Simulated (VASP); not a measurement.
CdSnO2, 4 atoms in the cell. The structure is tetragonal, space group P4mm (No. 99). Conventional cell: a = 4.022 Å, b = 4.022 Å, c = 4.710 Å, α = 90.00°, β = 90.00°, γ = 90.00°. Within 2.9 Å of Cd (site symmetry 4mm) lie 4 O at 2.22 Å. Sn (site symmetry 4mm) has 4 O at 2.24 Å within 3.0 Å. O (site symmetry 2mm) has 2 Cd at 2.22 Å and 2 Sn at 2.24 Å and 4 O at 2.84 Å within 2.9 Å. The cell was generated, and may not be a known phase.

* Program: VASP 6.6.1
* Task: single point
* Functional: PBE
* Potentials or basis: VASP PAW PBE potentials, release 64 (Cd, Sn_d, O)
* Cutoff: 520 eV
* k mesh: 8 × 8 × 6
* Occupations: gaussian, width 0.02 eV
* Spin: no spin polarisation
* Dipole correction: no
* Further INCAR settings: ALGO = Normal; EDIFF = 1e-06; NBANDS = 27

Potentials or basis: VASP PAW PBE potentials, release 64 (Cd, Sn_d, O).

Launch:

```sh
$ cat potpaw_PBE.64/Cd/POTCAR potpaw_PBE.64/Sn_d/POTCAR potpaw_PBE.64/O/POTCAR > POTCAR
$ mpirun -np 1 vasp_std > vasp.out
```

Hardware: 1 thread of Oxide Virtual Turin-like Processor, with other jobs on the host.

**Question.** How long does it take, and how much memory?

**Answer.** Run time: 2.5 min on 1 thread of Oxide Virtual Turin-like Processor, with other jobs on the host, peak memory 0.23 GiB. Counts: scf iterations 15, k points 60.
